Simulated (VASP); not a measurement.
# TiAl (Pm-3m) in VASP: notebook

TiAl is run at these levels: PBEsol; tasks: single point, relaxation of cell and atoms.

Program: VASP 6.6.1. These are calculated values, not measurements. Logs are shortened: lines on timing, memory, paths and dates and some standing lists are left out, and cuts for length are marked.

## (1) The cell of the first run

The structure is cubic, space group Pm-3m (No. 221). Conventional cell: a = 3.218 Å, b = 3.218 Å, c = 3.218 Å, α = 90.00°, β = 90.00°, γ = 90.00°. Ti (site symmetry m-3m) has 8 Al at 2.79 Å and 6 Ti at 3.22 Å within 3.7 Å. Within 3.7 Å of Al (site symmetry m-3m) lie 8 Ti at 2.79 Å and 6 Al at 3.22 Å.

## (2) Single point, PBEsol (volume scaled by 1.06)

INCAR

```
SYSTEM = TiAl
ALGO = Normal
EDIFF = 1E-7
ENCUT = 520
GGA = PS
ISIF = 2
ISMEAR = 0
LASPH = .TRUE.
LCHARG = .FALSE.
LREAL = .FALSE.
LWAVE = .FALSE.
NBANDS = 14
NELM = 60
PREC = Accurate
SIGMA = 0.1
```

KPOINTS

```
k-points
0
G
  14 14 14
  0 0 0
```

POSCAR

```
TiAl
1.0
    3.2181992902      0.0000000000      0.0000000000
    0.0000000000      3.2181992902      0.0000000000
    0.0000000000      0.0000000000      3.2181992902
Ti Al
1 1
Direct
    0.5000000000      0.5000000000      0.5000000000
    0.0000000000      0.0000000000      0.0000000000
```

Potentials or basis: VASP PAW PBE potentials, release 64 (Ti_sv, Al).

Command:

```sh
$ cat potpaw_PBE.64/Ti_sv/POTCAR potpaw_PBE.64/Al/POTCAR > POTCAR
$ mpirun -np 1 vasp_std > vasp.out
```

OUTCAR:

```text
SYSTEM = TiAl
   EDIFF = 1E-7
   ENCUT = 520
   GGA = PS
   ISIF = 2
   ISMEAR = 0
   LASPH = .TRUE.
   LREAL = .FALSE.
   NELM = 60
   PREC = Accurate

 ion  position               nearest neighbor table
   1  0.500  0.500  0.500-   2 2.79   2 2.79   2 2.79   2 2.79   2 2.79   2 2.79   2 2.79   2 2.79

   2  0.000  0.000  0.000-   1 2.79   1 2.79   1 2.79   1 2.79   1 2.79   1 2.79   1 2.79   1 2.79

  LATTYP: Found a simple cubic cell.
 ALAT       =     3.2181992902

  Lattice vectors:

 A1 = (   3.2181992902,   0.0000000000,   0.0000000000)
 A2 = (   0.0000000000,   3.2181992902,   0.0000000000)
 A3 = (   0.0000000000,   0.0000000000,   3.2181992902)

Analysis of symmetry for initial positions (statically):
=====================================================================
 Subroutine PRICEL returns:
 Original cell was already a primitive cell.

 Routine SETGRP: Setting up the symmetry group for a
 simple cubic supercell.

 Subroutine GETGRP returns: Found 48 space group operations
 (whereof 48 operations were pure point group operations)
 out of a pool of 48 trial point group operations.

The static configuration has the point symmetry O_h .

Analysis of symmetry for dynamics (positions and initial velocities):
=====================================================================
 Subroutine PRICEL returns:
 Original cell was already a primitive cell.

 Routine SETGRP: Setting up the symmetry group for a
 simple cubic supercell.

 Subroutine GETGRP returns: Found 48 space group operations
 (whereof 48 operations were pure point group operations)
 out of a pool of 48 trial point group operations.

The dynamic configuration has the point symmetry O_h .

 Subroutine INISYM returns: Found 48 space group operations
 (whereof 48 operations are pure point group operations),
 and found     1 'primitive' translations

----------------------------------------------------------------------------------------

                                     Primitive cell

  volume of cell :      33.3303

  direct lattice vectors                    reciprocal lattice vectors
     3.218199290  0.000000000  0.000000000     0.310732776  0.000000000  0.000000000
     0.000000000  3.218199290  0.000000000     0.000000000  0.310732776  0.000000000
     0.000000000  0.000000000  3.218199290     0.000000000  0.000000000  0.310732776

  length of vectors
     3.218199290  3.218199290  3.218199290     0.310732776  0.310732776  0.310732776

  position of ions in fractional coordinates (direct lattice)
     0.500000000  0.500000000  0.500000000
     0.000000000  0.000000000  0.000000000

  ion indices of the primitive-cell ions
   primitive index   ion index
                 1           1
                 2           2

----------------------------------------------------------------------------------------

 KPOINTS: k-points

Automatic generation of k-mesh.
 Grid dimensions read from file:
 generate k-points for:   14   14   14

 Generating k-lattice:

  Cartesian coordinates                     Fractional coordinates (reciprocal lattice)
     0.022195198  0.000000000  0.000000000     0.071428571  0.000000000  0.000000000
     0.000000000  0.022195198  0.000000000     0.000000000  0.071428571  0.000000000
     0.000000000  0.000000000  0.022195198     0.000000000  0.000000000  0.071428571

  Length of vectors
     0.022195198  0.022195198  0.022195198

  Shift w.r.t. Gamma in fractional coordinates (k-lattice)
     0.000000000  0.000000000  0.000000000

 Subroutine IBZKPT returns following result:
 ===========================================

 Found    120 irreducible k-points:

 Following reciprocal coordinates:
            Coordinates               Weight
  0.000000  0.000000  0.000000      1.000000
  0.071429  0.000000  0.000000      6.000000
  0.142857  0.000000  0.000000      6.000000
  0.214286  0.000000  0.000000      6.000000
  0.285714  0.000000  0.000000      6.000000
  0.357143  0.000000  0.000000      6.000000
[... 16 lines left out ...]
  0.285714  0.214286  0.000000     24.000000
  0.357143  0.214286  0.000000     24.000000
 [... further k-points ...]
   k-points           NKPTS =    120   k-points in BZ     NKDIM =    120   number of bands    NBANDS=     14
   number of dos      NEDOS =    301   number of ions     NIONS =      2
   total plane-waves  NPLWV =  13824
   dimension x,y,z NGX =    24 NGY =   24 NGZ =   24
   dimension x,y,z NGXF=    48 NGYF=   48 NGZF=   48
   ions per type =               1   1
   NGX,Y,Z   is equivalent  to a cutoff of  12.40, 12.40, 12.40 a.u.
   NGXF,Y,Z  is equivalent  to a cutoff of  24.80, 24.80, 24.80 a.u.
 SYSTEM =  TiAl
   PREC   = accura    normal or accurate (medium, high low for compatibility)
   ISTART =      0    job   : 0-new  1-cont  2-samecut
   ICHARG =      2    charge: 1-file 2-atom 10-const
   ISPIN  =      1    spin polarized calculation?
   LNONCOLLINEAR =      F non collinear calculations
   LSORBIT =      F    spin-orbit coupling
   LASPH  =      T    aspherical Exc in radial PAW
   ENCUT  =  520.0 eV  38.22 Ry    6.18 a.u.   5.98  5.98  5.98*2*pi/ulx,y,z
   NELM   =     60;   NELMIN=  2; NELMDL= -5     # of ELM steps
   EDIFF  = 0.1E-06   stopping-criterion for ELM
   LREAL  =      F    real-space projection
   EDIFFG = 0.1E-05   stopping-criterion for IOM
   NSW    =      0    number of steps for IOM
   IBRION =     -1    ionic relax: 0-MD 1-quasi-New 2-CG
   NFREE  =      0    steps in history (QN), initial steepest desc. (CG)
   ISIF   =      2    stress and relaxation
   ISYM   =      2    0-nonsym 1-usesym 2-fastsym
   POTIM  = 0.5000    time-step for ionic-motion
   TEBEG  =    0.0;   TEEND  =   0.0 temperature during run
   PSTRESS=    0.0 pullay stress
   NELECT =      15.0000    total number of electrons
   NUPDOWN=      -1.0000    fix difference up-down
   EMIN   =  10.00;   EMAX   =-10.00  energy-range for DOS
   EFERMI =   0.00;   METHOD = LEGACY
   ISMEAR =     0;   SIGMA  =   0.10  broadening in eV -4-tet -1-fermi 0-gaus
   EFERMI_NEDOS =   21; number of points for ismear=-14 and -15
   IALGO  =     38    algorithm
   IMIX   =      4    mixing-type and parameters
     AMIX     =   0.40;   BMIX     =  1.00
     AMIX_MAG =   1.60;   BMIX_MAG =  1.00
  volume/ion in A,a.u.               =      16.67       112.46
  Fermi-wavevector in a.u.,A,eV,Ry     =   1.254563  2.370779 21.414579  1.573927
  Thomas-Fermi vector in A             =   2.388361
   LORBIT       =      0    0 simple, 1 ext, 2 COOP (PROOUT), +10 PAW based schemes
   GGA     = PS    functional components
   LHFCALC =     F    Hartree Fock is set to
   AEXX    =    0.0000 exact exchange contribution
   IVDW    =     0    specifies the selected vdW correction
   LEPSILON=     F    determine dielectric tensor
   LRPA    =     F    only Hartree local field effects (RPA)
 non-spin polarized calculation
 Gauss-broadening in eV      SIGMA  =   0.10
  energy-cutoff  :      520.00
  volume of cell :       33.33
 maximum number of plane-waves:       916
 NGX is ok and might be reduce to    24
   NGX = 11   NGY = 11   NGZ = 11

 number of electron      14.9999997 magnetization

 Free energy of the ion-electron system (eV)
  ---------------------------------------------------
  ext. energy  EPLUGINS =         0.00000000
  ---------------------------------------------------
  free energy    TOTEN  =       -12.93747893 eV

  energy without entropy =      -12.92470447  energy(sigma->0) =      -12.93109170

 E-fermi :   8.2973     XC(G=0): -11.0312

 val. band max:        8.2866558665   @ k =   0.3571   0.2857   0.1429
 cond. band min:       8.3070753584   @ k =   0.2857   0.2857   0.0000
 fundamental gap:      0.0204194918
 Fermi energy:         8.2972741291

 k-point     1 :       0.0000    0.0000    0.0000
  band No.  band energies     occupation
      1     -48.4454      2.00000
      2     -24.7492      2.00000
      3     -24.7492      2.00000
      4     -24.7492      2.00000
      5      -0.7995      2.00000
      6       6.9419      2.00000
      7       6.9419      2.00000
      8       9.9992      0.00000
      9       9.9992      0.00000
     10       9.9992      0.00000
     11      12.5402      0.00000
     12      12.5402      0.00000
     13      12.5402      0.00000
     14      16.9338      0.00000

 k-point     2 :       0.0714    0.0000    0.0000
  band No.  band energies     occupation
      1     -48.4448      2.00000
      2     -24.7568      2.00000
      3     -24.7485      2.00000
      4     -24.7485      2.00000
      5      -0.7205      2.00000
      6       6.8992      2.00000
      7       6.9768      2.00000
      8       9.8628      0.00000
      9       9.8628      0.00000
     10      10.0084      0.00000
     11      12.1949      0.00000
     12      12.7357      0.00000
     13      12.7357      0.00000
     14      16.8335      0.00000

 k-point     3 :       0.1429    0.0000    0.0000
  band No.  band energies     occupation
      1     -48.4430      2.00000
      2     -24.7779      2.00000
      3     -24.7467      2.00000
      4     -24.7467      2.00000
      5      -0.4855      2.00000
      6       6.7234      2.00000
      7       7.0776      2.00000
      8       9.5488      0.00000
      9       9.5488      0.00000
     10      10.0344      0.00000
     11      11.5318      0.00000
     12      13.2295      0.00000
     13      13.2295      0.00000
     14      16.5490      0.00000

 k-point     4 :       0.2143    0.0000    0.0000
  band No.  band energies     occupation
      1     -48.4405      2.00000
      2     -24.8084      2.00000
      3     -24.7440      2.00000
      4     -24.7440      2.00000
      5      -0.1009      2.00000
      6       6.3067      2.00000
      7       7.2315      2.00000
      8       9.1939      0.00000
      9       9.1939      0.00000
     10      10.0724      0.00000
     11      11.0316      0.00000
     12      13.8920      0.00000
     13      13.8920      0.00000
     14      16.1302      0.00000

 k-point     5 :       0.2857    0.0000    0.0000
  band No.  band energies     occupation
      1     -48.4376      2.00000
      2     -24.8420      2.00000
      3     -24.7410      2.00000
      4     -24.7410      2.00000
      5       0.4228      2.00000
      6       5.6097      2.00000
      7       7.4160      2.00000
      8       8.8743      0.00000
      9       8.8743      0.00000
     10      10.1151      0.00000
     11      10.8643      0.00000
[... 276 lines left out ...]
 k-point    22 :       0.2143    0.2143    0.0000
  band No.  band energies     occupation
      1     -48.4356      2.00000
      2     -24.8041      2.00000
      3     -24.7999      2.00000
      4     -24.7388      2.00000
      5       0.5543      2.00000
      6       6.6479      2.00000
      7       6.6879      2.00000
      8       8.5059      0.00318
      9       9.1728      0.00000
     10       9.5811      0.00000
     11      11.4706      0.00000
     12      12.3694      0.00000
     13      14.9465      0.00000
     14      16.4923      0.00000

 k-point    23 :       0.2857    0.2143    0.0000
  band No.  band energies     occupation
      1     -48.4328      2.00000
      2     -24.8351      2.00000
      3     -24.7982      2.00000
      4     -24.7359      2.00000
      5       1.0403      2.00000
      6       6.0017      2.00000
      7       6.9031      2.00000
      8       8.3797      0.24402
      9       8.9966      0.00000
     10       9.5465      0.00000
     11      11.2194      0.00000
     12      12.6394      0.00000
     13      15.5547      0.00000
     14      16.1619      0.00000

 k-point    24 :       0.3571    0.2143    0.0000
  band No.  band energies     occupation
      1     -48.4302      2.00000
      2     -24.8646      2.00000
      3     -24.7950      2.00000
      4     -24.7332      2.00000
      5       1.6299      2.00000
      6       5.1901      2.00000
      7       7.1677      2.00000
      8       8.2465      1.52740
      9       8.7988      0.00000
     10       9.5858      0.00000
     11      11.0806      0.00000
     12      13.1038      0.00000
     13      15.6546      0.00000
     14      16.1894      0.00000

 [... further k-points ...]

------------------------ aborting loop because EDIFF is reached ----------------------------------------

  FORCE on cell =-STRESS in cart. coord.  units (eV):
  Direction    XX          YY          ZZ          XY          YZ          ZX
  --------------------------------------------------------------------------------------
  -------------------------------------------------------------------------------------
  Total       -1.2707266     -1.2707266     -1.2707266     -0.0000000     -0.0000000      0.0000000
  in kB      -61.0835002    -61.0835002    -61.0835002     -0.0000000     -0.0000000      0.0000000
  external PRESSURE =     -61.0835002 kB  Pullay stress =       0.0000000 kB

 VOLUME and BASIS-vectors are now :
 -----------------------------------------------------------------------------
  energy-cutoff  :      520.00
  volume of cell :       33.33
      direct lattice vectors                 reciprocal lattice vectors
     3.218199290  0.000000000  0.000000000     0.310732776  0.000000000  0.000000000
     0.000000000  3.218199290  0.000000000     0.000000000  0.310732776  0.000000000
     0.000000000  0.000000000  3.218199290     0.000000000  0.000000000  0.310732776

 POSITION                                       TOTAL-FORCE (eV/Angst)
 -----------------------------------------------------------------------------------
      1.60910      1.60910      1.60910         0.000000      0.000000      0.000000
      0.00000      0.00000      0.00000         0.000000      0.000000      0.000000
 -----------------------------------------------------------------------------------
    total drift:                                0.000000      0.000000     -0.000000

  FREE ENERGIE OF THE ION-ELECTRON SYSTEM (eV)
  ---------------------------------------------------
  free  energy   TOTEN  =       -12.9374789310 eV

  energy  without entropy=      -12.9247044667  energy(sigma->0) =      -12.93109170
```

It took 36 s on 1 thread of Intel Xeon Platinum 8175M at 2.50GHz (Skylake/Cascade Lake), shared host; peak memory 0.17 GiB.

What came out:

| Quantity | Value |
| --- | --- |
| Free energy | -12.9375 eV |
| Pressure | -6.1 GPa |

Caveat: the cell differs from its parent crystal (volume scaled by 1.06); the PAW data sets were made with another functional, which shifts forces and pressure a little.

## (3) Single point, PBEsol (volume scaled by 1.10)

INCAR

```
  ALGO = Normal
  EDIFF = 1E-6
  ENCUT = 520
  GGA = PS
  ISIF = 2
  ISMEAR = 0
  LASPH = True
  LCHARG = False
  LREAL = False
  LWAVE = False
  NBANDS = 14
  NELM = 100
  PREC = Accurate
  SIGMA = 0.1
```

KPOINTS

```
k-points
0
Gamma
  14 14 14
```

POSCAR

```
TiAl
1.0
    3.2581810093      0.0000000000      0.0000000000
    0.0000000000      3.2581810093      0.0000000000
    0.0000000000      0.0000000000      3.2581810093
Ti Al
1 1
Direct
    0.5000000000      0.5000000000      0.5000000000
    0.0000000000      0.0000000000      0.0000000000
```

Potentials or basis: VASP PAW PBE potentials, release 64 (Ti_sv, Al).

Command:

```sh
$ cat potpaw_PBE.64/Ti_sv/POTCAR potpaw_PBE.64/Al/POTCAR > POTCAR
$ mpirun -np 1 vasp_std > vasp.out
```

It took 35 s on 1 thread of Intel Xeon Platinum 8175M at 2.50GHz (Skylake/Cascade Lake), shared host; peak memory 0.18 GiB.

Results (log left out):

| Item | Value |
| --- | --- |
| Free energy | -12.8769 eV |
| Pressure | -9.3 GPa |

Levels at points of the mesh, in eV from the Fermi level:
| k point | band 5 | band 6 | band 7 | band 8 | band 9 | band 10 |
| --- | --- | --- | --- | --- | --- | --- |
| (0.00, 0.00, 0.00) | -8.93 | -1.27 | -1.27 | 1.62 | 1.62 | 1.62 |
| (0.50, 0.00, 0.00) | -5.90 | -4.97 | -0.48 | 0.11 | 0.11 | 1.80 |
| (0.50, 0.50, 0.00) | -4.82 | -2.05 | -2.05 | -1.39 | 0.65 | 0.65 |
| (0.50, 0.50, 0.50) | -2.87 | -2.87 | -2.87 | 0.25 | 2.54 | 2.54 |

Caveat: the cell differs from its parent crystal (volume scaled by 1.10); the PAW data sets were made with another functional, which shifts forces and pressure a little.

## (4) Relaxation of cell and atoms, PBEsol

This run uses another cell than the first one, of 15.71 Å³/atom, 0.943 times its volume.

INCAR

```
SYSTEM = TiAl
ALGO = Normal
EDIFF = 1E-7
EDIFFG = -0.005
ENCUT = 600
GGA = PS
IBRION = 2
ISIF = 3
ISMEAR = 0
LASPH = .True.
LCHARG = .False.
LREAL = .False.
LWAVE = .False.
NELM = 100
NSW = 100
PREC = Accurate
SIGMA = 0.1
```

KPOINTS

```
k-points
0
Gamma
  14 14 14
  0 0 0
```

POSCAR

```
TiAl
1.0
    3.1554155953      0.0000000000      0.0000000000
    0.0000000000      3.1554155953      0.0000000000
    0.0000000000      0.0000000000      3.1554155953
Ti Al
1 1
Direct
    0.5000000000      0.5000000000      0.5000000000
    0.0000000000      0.0000000000      0.0000000000
```

Command:

```sh
$ cat potpaw_PBE.64/Ti_sv/POTCAR potpaw_PBE.64/Al/POTCAR > POTCAR
$ mpirun -np 1 vasp_std > vasp.out
```

It took 2.6 min on 1 thread of Intel Xeon Platinum 8175M at 2.50GHz (Skylake/Cascade Lake), shared host; peak memory 0.2 GiB.

Results (log left out):

```
Free energy                            : -12.9749 eV
Relaxed volume                         : 15.72 Å³/atom
Relaxed cell                           : a = 3.156 Å, b = 3.156 Å, c = 3.156 Å, α = 90.00°, β = 90.00°, γ = 90.00°
Space group after relaxing (to 0.05 Å) : Pm-3m (No. 221)
Energy gained by relaxing              : 0.0 meV/atom
Ionic steps                            : 3
Pressure after relaxing                : 0.0 GPa
```

Final structure:
```
Ti Al
1.0
     3.15643    0.00000    0.00000
     0.00000    3.15643    0.00000
     0.00000    0.00000    3.15643
Ti Al
1 1
Cartesian
  1.5782 1.5782 1.5782
  0.0000 0.0000 0.0000
```

Levels at points of the mesh, in eV from the Fermi level:
| k point | band 4 | band 5 | band 6 | band 7 | band 8 | band 9 | band 10 | band 11 |
| --- | --- | --- | --- | --- | --- | --- | --- | --- |
| (0.00, 0.00, 0.00) | -32.92 | -9.36 | -1.49 | -1.49 | 1.83 | 1.83 | 1.83 | 4.52 |
| (0.50, 0.00, 0.00) | -32.91 | -6.04 | -5.25 | -0.57 | 0.14 | 0.14 | 2.05 | 3.09 |
| (0.50, 0.50, 0.00) | -32.89 | -5.07 | -2.10 | -2.10 | -1.51 | 0.70 | 0.70 | 2.83 |
| (0.50, 0.50, 0.50) | -33.06 | -3.16 | -3.16 | -3.16 | 0.78 | 2.90 | 2.90 | 2.97 |

Caveat: the PAW data sets were made with another functional, which shifts forces and pressure a little.

## (5) Overview

```csv
task,cell,cutoff (eV),gap on the mesh (eV),pressure (GPa)
single point,"a = 3.218 Å, 2 atoms",520,none,-6.1
single point,"a = 3.258 Å, 2 atoms",520,none,-9.3
relaxation of cell and atoms,"relaxed from a = 3.155 Å, 2 atoms",600,none,0.0
```

Alike in all rows: level PBEsol; potentials or basis VASP PAW PBE potentials, release 64 (Ti_sv, Al); no spin polarisation; k mesh 14 × 14 × 14; smearing gaussian 0.1 eV.

Caveats: the PAW data sets were made with another functional, which shifts forces and pressure a little.

Total energies depend on the potentials used, so only differences within one code and one set of settings carry meaning.
